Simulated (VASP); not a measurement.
Input of a VASP 6.6.1 run:

Contents of POSCAR:

```
Cu
1.0
    2.5288403170      0.0000000000      0.0000000000
    0.0000000000      2.5288403170      0.0000000000
    0.0000000000      0.0000000000     23.1526000000
Cu
5
Direct
    0.0000000000      0.0000000000      0.3455326715
    0.5000000000      0.5000000000      0.4227663355
    0.0000000000      0.0000000000      0.5000000000
    0.5000000000      0.5000000000      0.5772336645
    0.0000000000      0.0000000000      0.6544673285
```

Contents of INCAR.step1:

```
ALGO     = Normal         # electronic algorithm
DIPOL    = 0.5 0.5 0.500
EDIFF    = 1E-4           # SCF threshold, eV
ENCUT    = 520            # plane-wave cutoff, eV
GGA      = PE             # functional
IDIPOL   = 3            
ISMEAR   = -1             # smearing method
LASPH    = T              # aspherical terms in the spheres
LCHARG   = F              # write CHGCAR
LDIPOL   = T            
LREAL    = F              # projectors in reciprocal space
LWAVE    = T              # write WAVECAR
NBANDS   = 36             # bands
NELM     = 100            # most SCF steps
PREC     = Accurate       # precision mode
SIGMA    = 0.05           # smearing width, eV
```

Contents of INCAR.step2:

```
ALGO     = Normal         # electronic algorithm
DIPOL    = 0.5 0.5 0.500
EDIFF    = 1E-6           # SCF threshold, eV
ENCUT    = 520            # plane-wave cutoff, eV
IDIPOL   = 3            
ISIF     = 2              # what is computed and relaxed
ISMEAR   = -1             # smearing method
ISTART   = 1            
LASPH    = T              # aspherical terms in the spheres
LCHARG   = F              # write CHGCAR
LDIPOL   = T            
LMIXTAU  = T            
LREAL    = F              # projectors in reciprocal space
LWAVE    = F              # write WAVECAR
METAGGA  = R2SCAN         # meta-GGA
NBANDS   = 36             # bands
NELM     = 100            # most SCF steps
PREC     = Accurate       # precision mode
SIGMA    = 0.05           # smearing width, eV
```

Contents of KPOINTS:

```
k-points
0
Gamma
  14 14 1
```

Potentials or basis: VASP PAW PBE potentials, release 64 (Cu).

Command:

```bash
$ cat potpaw_PBE.64/Cu/POTCAR > POTCAR
$ cp INCAR.step1 INCAR
$ mpirun -np 1 vasp_std > vasp.out
$ cp INCAR.step2 INCAR
$ mpirun -np 1 vasp_std > vasp.out
```

(1) Estimate the band gap on the k mesh.

(2) Estimate the largest force.

## Answers

(1) zero (an odd number of electrons rules out a gap without spin polarisation).

(2) 0.257 eV/Å.

Caveat: the PAW data sets were made with another functional, which shifts forces and pressure a little.
